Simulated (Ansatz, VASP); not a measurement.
**Two plane-wave programs on BeCd2S3**

```
Be Cd S
1.0
     4.53393    0.00000    0.00000
    -2.26697    3.92650    0.00000
     0.00000    0.00000    9.66530
Be Cd S
1 2 3
Direct
  0.00000 0.00000 0.35814
  0.00000 0.00000 0.79158
  0.00000 0.00000 0.11703
  0.33333 0.66667 0.92780
  0.66667 0.33333 0.92780
  0.00000 0.00000 0.54507
```

Alike in both runs: functional PBE; k mesh 12 × 12 × 4; occupations gaussian, width 0.1 eV; no spin polarisation.

Ansatz relaxed the structure, and its values are those at the end. VASP's run is a single point on that final structure, the one shown.

|  | VASP | Ansatz |
| --- | --- | --- |
| version | VASP 6.6.1 | Ansatz 0.2.0 |
| potentials or method | VASP PAW PBE potentials, release 64 (Be, Cd, S), cutoff 520 eV | scalar-relativistic, plane waves, PAW |
| valence electrons in the cell | 44 | 60 |

VASP gave:

```
gap on the k mesh at the Fermi level (eV) : none
pressure (GPa)                            : 0.1
rms of the force components (eV/Å)        : 0.017
```

**Question.** Which values does Ansatz return?

**Answer.** gap on the k mesh at the Fermi level (eV): none; pressure (GPa): 0.0; rms of the force components (eV/Å): 0.001.

A gap of «none» marks a metal or a gap that the smearing closes. VASP's potentials hold 44 valence electrons a cell and Ansatz's 60, so a difference there can come from the potentials and not from the codes.
